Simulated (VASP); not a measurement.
# Br (Fd-3m) in VASP: a series of runs, part 2 of 2

VASP 6.6.1.

**3. Single point, PBE**

This run uses another cell than the first one, of 24.79 Å³/atom.

File INCAR:

```
ALGO = Normal ; EDIFF = 1E-6
ENCUT = 500 ; GGA = PE
GGA_COMPAT = False ; ISIF = 2
ISMEAR = -1 ; LASPH = True
LCHARG = False ; LREAL = False
LWAVE = False ; NBANDS = 14
NELM = 120 ; PREC = Accurate
SIGMA = 0.02
```

File KPOINTS:

```
k-points
0
Gamma
  11 11 11
```

File POSCAR:

```
Br
1.0
    0.0000000000      2.9156939522      2.9156939522
    2.9156939522      0.0000000000      2.9156939522
    2.9156939522      2.9156939522      0.0000000000
Br
2
Direct
    1.0000000000      1.0000000000      1.0000000000
    0.2500000000      0.2500000000      0.2500000000
```

Potentials or basis: VASP PAW PBE potentials, release 64 (Br).

Launch:

```bash
$ cat potpaw_PBE.64/Br/POTCAR > POTCAR
$ mpirun -np 1 vasp_std > vasp.out
```

OUTCAR:

```text
EDIFF = 1E-6
   ENCUT = 500
   GGA = PE
   ISIF = 2
   ISMEAR = -1
   LASPH = True
   LREAL = False
   NELM = 120
   PREC = Accurate

 ion  position               nearest neighbor table
   1  0.000  0.000  0.000-   2 2.53   2 2.53   2 2.53   2 2.53
   2  0.250  0.250  0.250-   1 2.53   1 2.53   1 2.53   1 2.53

  LATTYP: Found a face centered cubic cell.
 ALAT       =     5.8313879044

  Lattice vectors:

 A1 = (   0.0000000000,   2.9156939522,   2.9156939522)
 A2 = (   2.9156939522,   0.0000000000,   2.9156939522)
 A3 = (   2.9156939522,   2.9156939522,   0.0000000000)

Analysis of symmetry for initial positions (statically):
=====================================================================
 Subroutine PRICEL returns:
 Original cell was already a primitive cell.

 Routine SETGRP: Setting up the symmetry group for a
 face centered cubic supercell.

 Subroutine GETGRP returns: Found 48 space group operations
 (whereof 24 operations were pure point group operations)
 out of a pool of 48 trial point group operations.

The static configuration has the point symmetry T_d .
 The point group associated with its full space group is O_h .

Analysis of symmetry for dynamics (positions and initial velocities):
=====================================================================
 Subroutine PRICEL returns:
 Original cell was already a primitive cell.

 Routine SETGRP: Setting up the symmetry group for a
 face centered cubic supercell.

 Subroutine GETGRP returns: Found 48 space group operations
 (whereof 24 operations were pure point group operations)
 out of a pool of 48 trial point group operations.

The dynamic configuration has the point symmetry T_d .
 The point group associated with its full space group is O_h .

 Subroutine INISYM returns: Found 48 space group operations
 (whereof 24 operations are pure point group operations),
 and found     1 'primitive' translations

[... 120 lines left out ...]
   LHFCALC =     F    Hartree Fock is set to
   AEXX    =    0.0000 exact exchange contribution
   IVDW    =     0    specifies the selected vdW correction
   LEPSILON=     F    determine dielectric tensor
   LRPA    =     F    only Hartree local field effects (RPA)
 non-spin polarized calculation
  energy-cutoff  :      500.00
  volume of cell :       49.57
 maximum number of plane-waves:      1283
 NGX is ok and might be reduce to    30
   NGX = 15   NGY = 15   NGZ = 15

 number of electron      13.9999998 magnetization

 Free energy of the ion-electron system (eV)
  ---------------------------------------------------
  ext. energy  EPLUGINS =         0.00000000
  ---------------------------------------------------
  free energy    TOTEN  =         0.05751815 eV

  energy without entropy =        0.05992479  energy(sigma->0) =        0.05872147

 E-fermi :   4.1458     XC(G=0):  -9.1188

 val. band max:        4.1158728255   @ k =   0.4545   0.1818   0.0909
 cond. band min:       4.1554425902   @ k =   0.3636   0.2727   0.0000
 fundamental gap:      0.0395697647
 Fermi energy:         4.1458005932

 k-point     1 :       0.0000    0.0000    0.0000
  band No.  band energies     occupation
      1     -14.9157      2.00000
      2      -8.7307      2.00000
      3      -1.3771      2.00000
      4      -1.3771      2.00000
      5      -1.3771      2.00000
      6       1.8177      2.00000
      7       1.8177      2.00000
      8       1.8177      2.00000
      9       8.4258      0.00000
     10      11.6594      0.00000
     11      11.6594      0.00000
     12      14.0914      0.00000
     13      14.0914      0.00000
     14      14.0914      0.00000
[... 377 lines left out ...]
      1     -14.2687      2.00000
      2     -10.1729      2.00000
      3      -2.7023      2.00000
      4      -1.8469      2.00000
      5      -0.8687      2.00000
      6       2.4412      2.00000
      7       2.6007      2.00000
      8       3.5233      2.00000
      9      10.3484      0.00000
     10      10.4231      0.00000
     11      11.3157      0.00000
     12      14.7310      0.00000
     13      15.0960      0.00000
     14      16.1519      0.00000

 [... further k-points ...]

------------------------ aborting loop because EDIFF is reached ----------------------------------------

  FORCE on cell =-STRESS in cart. coord.  units (eV):
  Direction    XX          YY          ZZ          XY          YZ          ZX
  --------------------------------------------------------------------------------------
  -------------------------------------------------------------------------------------
  Total        9.2855077      9.2855077      9.2855077      0.0000000      0.0000000     -0.0000000
  in kB      300.0961573    300.0961573    300.0961573      0.0000000      0.0000000     -0.0000000
  external PRESSURE =     300.0961573 kB  Pullay stress =       0.0000000 kB

 VOLUME and BASIS-vectors are now :
 -----------------------------------------------------------------------------
  energy-cutoff  :      500.00
  volume of cell :       49.57
      direct lattice vectors                 reciprocal lattice vectors
     0.000000000  2.915693952  2.915693952    -0.171485762  0.171485762  0.171485762
     2.915693952  0.000000000  2.915693952     0.171485762 -0.171485762  0.171485762
     2.915693952  2.915693952  0.000000000     0.171485762  0.171485762 -0.171485762

 POSITION                                       TOTAL-FORCE (eV/Angst)
 -----------------------------------------------------------------------------------
      0.00000      0.00000      0.00000        -0.000000     -0.000000      0.000000
      1.45785      1.45785      1.45785         0.000000      0.000000     -0.000000
 -----------------------------------------------------------------------------------
    total drift:                                0.000000      0.000000      0.000000

  FREE ENERGIE OF THE ION-ELECTRON SYSTEM (eV)
  ---------------------------------------------------
  free  energy   TOTEN  =         0.0575181536 eV

  energy  without entropy=        0.0599247864  energy(sigma->0) =        0.05872147
```

OSZICAR:

```text
N       E                     dE             d eps       ncg     rms          rms(c)
DAV:   1     0.692535461938E+02    0.69254E+02   -0.58472E+03  1568   0.828E+02
DAV:   2     0.389569456407E+01   -0.65358E+02   -0.60986E+02  2200   0.156E+02
DAV:   3     0.741415479857E-01   -0.38216E+01   -0.37989E+01  2048   0.386E+01
DAV:   4     0.487688852654E-01   -0.25373E-01   -0.25366E-01  1820   0.382E+00
DAV:   5     0.485417666780E-01   -0.22712E-03   -0.22710E-03  2114   0.342E-01    0.211E+01
DAV:   6     0.561141234348E-01    0.75724E-02   -0.70689E-03  1814   0.455E-01    0.125E+01
DAV:   7     0.574595990655E-01    0.13455E-02   -0.10312E-02  1886   0.549E-01    0.162E-01
DAV:   8     0.575410086593E-01    0.81410E-04   -0.43509E-04  1880   0.127E-01    0.335E-02
DAV:   9     0.575247724090E-01   -0.16236E-04   -0.29458E-05  1988   0.357E-02    0.125E-02
DAV:  10     0.575191312942E-01   -0.56411E-05   -0.56805E-06  1832   0.142E-02    0.120E-02
DAV:  11     0.575181098053E-01   -0.10215E-05   -0.15053E-06  1836   0.881E-03    0.897E-04
DAV:  12     0.575181535584E-01    0.43753E-07   -0.29152E-08  1204   0.117E-03
   1 F= 0.57518154E-01 E0= 0.58721470E-01  d E =-.240663E-02
```

stdout:

```text
POSCAR found type information on POSCAR Br
 POSCAR found :  1 types and       2 ions
 scaLAPACK will be used
 LDA part: xc-table for (Slater+PW92), standard interpolation
 POSCAR, INCAR and KPOINTS ok, starting setup
 FFT: planning ... GRIDC
 FFT: planning ... GRID_SOFT
 FFT: planning ... GRID
 WAVECAR not read
 entering main loop
```

It took 18 s on 1 thread of AMD EPYC 9R45 (Zen 5), shared host; peak memory 0.15 GiB.

What came out:

- Free energy: 0.0575 eV
- Pressure: 30.0 GPa
- Band gap on the k mesh: zero (bands 7 and 8 overlap by 3.32 eV)

Caveat: the cell stands under pressure.

**4. Single point, PBE**

This run uses another cell than the first one, of 29.09 Å³/atom.

File INCAR:

```
PREC = Accurate ; ENCUT = 500
EDIFF = 1E-6 ; ISMEAR = -1
SIGMA = 0.02 ; LREAL = F
LASPH = T ; NELM = 120
ALGO = Normal ; ISIF = 2
LWAVE = F ; LCHARG = F
GGA = PE ; NBANDS = 14
GGA_COMPAT = F
```

File KPOINTS:

```
regular mesh
0
Gamma
  11 11 11
```

File POSCAR:

```
Br
1.0
    0.0000000000      3.0754931344      3.0754931344
    3.0754931344      0.0000000000      3.0754931344
    3.0754931344      3.0754931344      0.0000000000
Br
2
Direct
    1.0000000000      1.0000000000      1.0000000000
    0.2500000000      0.2500000000      0.2500000000
```

Launch:

```bash
$ cat potpaw_PBE.64/Br/POTCAR > POTCAR
$ mpirun -np 1 vasp_std > vasp.out
```

It took 16 s on 1 thread of AMD EPYC 9R45 (Zen 5), shared host; peak memory 0.15 GiB.

It converged, with:

| Quantity | Value |
| --- | --- |
| Free energy | -1.1077 eV |
| Pressure | 15.0 GPa |
| Band gap on the k mesh | zero (bands 7 and 8 overlap by 2.50 eV) |

Levels at points of the mesh, in eV from the Fermi level:
```csv
k point,band 4,band 5,band 6,band 7,band 8,band 9,band 10,band 11
"(0.00, 0.00, 0.00)",-4.55,-4.55,-1.78,-1.78,-1.78,4.62,8.08,8.08
```

Caveat: the cell stands under pressure.

**5. Single point, PBE**

This run uses another cell than the first one, of 42.81 Å³/atom.

File INCAR:

```
PREC = Accurate ; ENCUT = 500
EDIFF = 1E-6 ; ISMEAR = -1
SIGMA = 0.02 ; LREAL = False
LASPH = True ; NELM = 120
ALGO = Normal ; ISIF = 2
LWAVE = False ; LCHARG = False
GGA = PE ; NBANDS = 14
GGA_COMPAT = False
```

KPOINTS is that of step 4.

File POSCAR:

```
Br
1.0
    0.0000000000      3.4981263653      3.4981263653
    3.4981263653      0.0000000000      3.4981263653
    3.4981263653      3.4981263653      0.0000000000
Br
2
Direct
    1.0000000000      1.0000000000      1.0000000000
    0.2500000000      0.2500000000      0.2500000000
```

Potentials or basis: VASP PAW PBE potentials, release 64 (Br).

Launch:

```bash
$ cat potpaw_PBE.64/Br/POTCAR > POTCAR
$ mpirun -np 1 vasp_std > vasp.out
```

OUTCAR:

```text
PREC = Accurate
   ENCUT = 500
   EDIFF = 1E-6
   ISMEAR = -1
   LREAL = False
   LASPH = True
   NELM = 120
   ISIF = 2
   GGA = PE

 ion  position               nearest neighbor table
   1  0.000  0.000  0.000-
   2  0.250  0.250  0.250-

  LATTYP: Found a face centered cubic cell.
 ALAT       =     6.9962527306

  Lattice vectors:

 A1 = (   0.0000000000,   3.4981263653,   3.4981263653)
 A2 = (   3.4981263653,   0.0000000000,   3.4981263653)
 A3 = (   3.4981263653,   3.4981263653,   0.0000000000)

Analysis of symmetry for initial positions (statically):
=====================================================================
 Subroutine PRICEL returns:
 Original cell was already a primitive cell.

 Routine SETGRP: Setting up the symmetry group for a
 face centered cubic supercell.

 Subroutine GETGRP returns: Found 48 space group operations
 (whereof 24 operations were pure point group operations)
 out of a pool of 48 trial point group operations.

The static configuration has the point symmetry T_d .
 The point group associated with its full space group is O_h .

Analysis of symmetry for dynamics (positions and initial velocities):
=====================================================================
 Subroutine PRICEL returns:
 Original cell was already a primitive cell.

 Routine SETGRP: Setting up the symmetry group for a
 face centered cubic supercell.

 Subroutine GETGRP returns: Found 48 space group operations
 (whereof 24 operations were pure point group operations)
 out of a pool of 48 trial point group operations.

The dynamic configuration has the point symmetry T_d .
 The point group associated with its full space group is O_h .

 Subroutine INISYM returns: Found 48 space group operations
 (whereof 24 operations are pure point group operations),
 and found     1 'primitive' translations

----------------------------------------------------------------------------------------

                                     Primitive cell

  volume of cell :      85.6124

  direct lattice vectors                    reciprocal lattice vectors
     0.000000000  3.498126365  3.498126365    -0.142933659  0.142933659  0.142933659
     3.498126365  0.000000000  3.498126365     0.142933659 -0.142933659  0.142933659
     3.498126365  3.498126365  0.000000000     0.142933659  0.142933659 -0.142933659

  length of vectors
     4.947097749  4.947097749  4.947097749     0.247568359  0.247568359  0.247568359

  position of ions in fractional coordinates (direct lattice)
     0.000000000  0.000000000  0.000000000
     0.250000000  0.250000000  0.250000000

  ion indices of the primitive-cell ions
   primitive index   ion index
                 1           1
                 2           2

----------------------------------------------------------------------------------------

 KPOINTS: regular mesh

Automatic generation of k-mesh.
 Grid dimensions read from file:
 generate k-points for:   11   11   11

 Generating k-lattice:

[... 21 lines left out ...]
  0.272727  0.000000  0.000000      8.000000
  0.363636  0.000000  0.000000      8.000000
  0.454545  0.000000  0.000000      8.000000
[... 16 lines left out ...]
 -0.272727  0.181818  0.000000     24.000000
 -0.181818  0.181818  0.000000     12.000000
 [... further k-points ...]
   k-points           NKPTS =     56   k-points in BZ     NKDIM =     56   number of bands    NBANDS=     14
   number of dos      NEDOS =    301   number of ions     NIONS =      2
   total plane-waves  NPLWV =  46656
   dimension x,y,z NGX =    36 NGY =   36 NGZ =   36
   dimension x,y,z NGXF=    72 NGYF=   72 NGZF=   72
   ions per type =               2
   NGX,Y,Z   is equivalent  to a cutoff of  12.10, 12.10, 12.10 a.u.
   NGXF,Y,Z  is equivalent  to a cutoff of  24.20, 24.20, 24.20 a.u.
 SYSTEM =  unknown system
   PREC   = accura    normal or accurate (medium, high low for compatibility)
   ISTART =      0    job   : 0-new  1-cont  2-samecut
   ICHARG =      2    charge: 1-file 2-atom 10-const
   ISPIN  =      1    spin polarized calculation?
   LNONCOLLINEAR =      F non collinear calculations
   LSORBIT =      F    spin-orbit coupling
   LASPH  =      T    aspherical Exc in radial PAW
   ENCUT  =  500.0 eV  36.75 Ry    6.06 a.u.   9.02  9.02  9.02*2*pi/ulx,y,z
   NELM   =    120;   NELMIN=  2; NELMDL= -5     # of ELM steps
   EDIFF  = 0.1E-05   stopping-criterion for ELM
   LREAL  =      F    real-space projection
   EDIFFG = 0.1E-04   stopping-criterion for IOM
   NSW    =      0    number of steps for IOM
   IBRION =     -1    ionic relax: 0-MD 1-quasi-New 2-CG
   NFREE  =      0    steps in history (QN), initial steepest desc. (CG)
   ISIF   =      2    stress and relaxation
   ISYM   =      2    0-nonsym 1-usesym 2-fastsym
   POTIM  = 0.5000    time-step for ionic-motion
   TEBEG  =    0.0;   TEEND  =   0.0 temperature during run
   PSTRESS=    0.0 pullay stress
   NELECT =      14.0000    total number of electrons
   NUPDOWN=      -1.0000    fix difference up-down
   EMIN   =  10.00;   EMAX   =-10.00  energy-range for DOS
   EFERMI =   0.00;   METHOD = LEGACY
   ISMEAR =    -1;   SIGMA  =   0.02  broadening in eV -4-tet -1-fermi 0-gaus
   EFERMI_NEDOS =   21; number of points for ismear=-14 and -15
   IALGO  =     38    algorithm
   IMIX   =      4    mixing-type and parameters
     AMIX     =   0.40;   BMIX     =  1.00
     AMIX_MAG =   1.60;   BMIX_MAG =  1.00
  volume/ion in A,a.u.               =      42.81       288.87
  Fermi-wavevector in a.u.,A,eV,Ry     =   0.895238  1.691755 10.904413  0.801452
  Thomas-Fermi vector in A             =   2.017545
   LORBIT       =      0    0 simple, 1 ext, 2 COOP (PROOUT), +10 PAW based schemes
   GGA     = PE    functional components
   LHFCALC =     F    Hartree Fock is set to
   AEXX    =    0.0000 exact exchange contribution
   IVDW    =     0    specifies the selected vdW correction
   LEPSILON=     F    determine dielectric tensor
   LRPA    =     F    only Hartree local field effects (RPA)
 non-spin polarized calculation
  energy-cutoff  :      500.00
  volume of cell :       85.61
 maximum number of plane-waves:      2193
   NGX = 17   NGY = 17   NGZ = 17

 number of electron      13.9999998 magnetization

 Free energy of the ion-electron system (eV)
  ---------------------------------------------------
  ext. energy  EPLUGINS =         0.00000000
  ---------------------------------------------------
  free energy    TOTEN  =        -2.00818164 eV

  energy without entropy =       -2.00143707  energy(sigma->0) =       -2.00480935

 E-fermi :  -1.2927     XC(G=0):  -6.7932

 val. band max:       -1.2986022823   @ k =  -0.2727   0.1818   0.0000
 cond. band min:      -1.2863320621   @ k =  -0.2727   0.3636   0.0909
 fundamental gap:      0.0122702202
 Fermi energy:        -1.2926802023

 k-point     1 :       0.0000    0.0000    0.0000
  band No.  band energies     occupation
      1     -16.3276      2.00000
      2     -14.3504      2.00000
      3      -3.9763      2.00000
      4      -3.9763      2.00000
      5      -3.9763      2.00000
      6      -2.1551      2.00000
      7      -2.1551      2.00000
      8      -2.1551      2.00000
      9       3.9350      0.00000
     10       7.8202      0.00000
     11       7.8202      0.00000
     12       9.2143      0.00000
     13       9.2143      0.00000
     14       9.2143      0.00000
[... 377 lines left out ...]
      1     -16.0751      2.00000
      2     -14.6904      2.00000
      3      -4.5572      2.00000
      4      -4.2003      2.00000
      5      -3.9338      2.00000
      6      -2.0843      2.00000
      7      -1.8332      2.00000
      8      -1.4783      1.99981
      9       5.2967      0.00000
     10       6.9567      0.00000
     11       7.2321      0.00000
     12       8.8830      0.00000
     13       9.6669      0.00000
     14      10.4033      0.00000

 [... further k-points ...]

------------------------ aborting loop because EDIFF is reached ----------------------------------------

  FORCE on cell =-STRESS in cart. coord.  units (eV):
  Direction    XX          YY          ZZ          XY          YZ          ZX
  --------------------------------------------------------------------------------------
  -------------------------------------------------------------------------------------
  Total        0.0019234      0.0019234      0.0019234      0.0000000      0.0000000     -0.0000000
  in kB        0.0359958      0.0359958      0.0359958      0.0000000      0.0000000     -0.0000000
  external PRESSURE =       0.0359958 kB  Pullay stress =       0.0000000 kB

 VOLUME and BASIS-vectors are now :
 -----------------------------------------------------------------------------
  energy-cutoff  :      500.00
  volume of cell :       85.61
      direct lattice vectors                 reciprocal lattice vectors
     0.000000000  3.498126365  3.498126365    -0.142933659  0.142933659  0.142933659
     3.498126365  0.000000000  3.498126365     0.142933659 -0.142933659  0.142933659
     3.498126365  3.498126365  0.000000000     0.142933659  0.142933659 -0.142933659

 POSITION                                       TOTAL-FORCE (eV/Angst)
 -----------------------------------------------------------------------------------
      0.00000      0.00000      0.00000        -0.000000     -0.000000     -0.000000
      1.74906      1.74906      1.74906         0.000000      0.000000      0.000000
 -----------------------------------------------------------------------------------
    total drift:                                0.000000      0.000000      0.000000

  FREE ENERGIE OF THE ION-ELECTRON SYSTEM (eV)
  ---------------------------------------------------
  free  energy   TOTEN  =        -2.0081816428 eV

  energy  without entropy=       -2.0014370655  energy(sigma->0) =       -2.00480935
```

stdout:

```text
POSCAR found type information on POSCAR Br
 POSCAR found :  1 types and       2 ions
 scaLAPACK will be used
 LDA part: xc-table for (Slater+PW92), standard interpolation
 POSCAR, INCAR and KPOINTS ok, starting setup
 FFT: planning ... GRIDC
 FFT: planning ... GRID_SOFT
 FFT: planning ... GRID
 WAVECAR not read
 entering main loop
```

Wall time 25 s (1 thread of AMD EPYC 9R45 (Zen 5), shared host); peak memory 0.19 GiB.

Results:

```
Free energy            : -2.0082 eV
Pressure               : 0.0 GPa
Band gap on the k mesh : zero (bands 7 and 8 overlap by 1.19 eV)
```

**6. Overview**

```tsv
cell	gap on the mesh (eV)	pressure (GPa)
a = 3.977 Å, angles 60.0°, 2 atoms	none	45.0
a = 4.123 Å, angles 60.0°, 2 atoms	none	30.0
a = 4.349 Å, angles 60.0°, 2 atoms	none	15.0
a = 4.947 Å, angles 60.0°, 2 atoms	none	0.0
```

Alike in all rows: task single point; level PBE; potentials or basis VASP PAW PBE potentials, release 64 (Br); no spin polarisation; k mesh 11 × 11 × 11; cutoff (eV) 500; smearing fermi-dirac 0.02 eV.

Caveats: the cell stands under pressure (at least some runs).

Total energies depend on the potentials used, so only differences within one code and one set of settings carry meaning.

The gap in the log of VASP goes by the Fermi energy; the results here count the filled bands.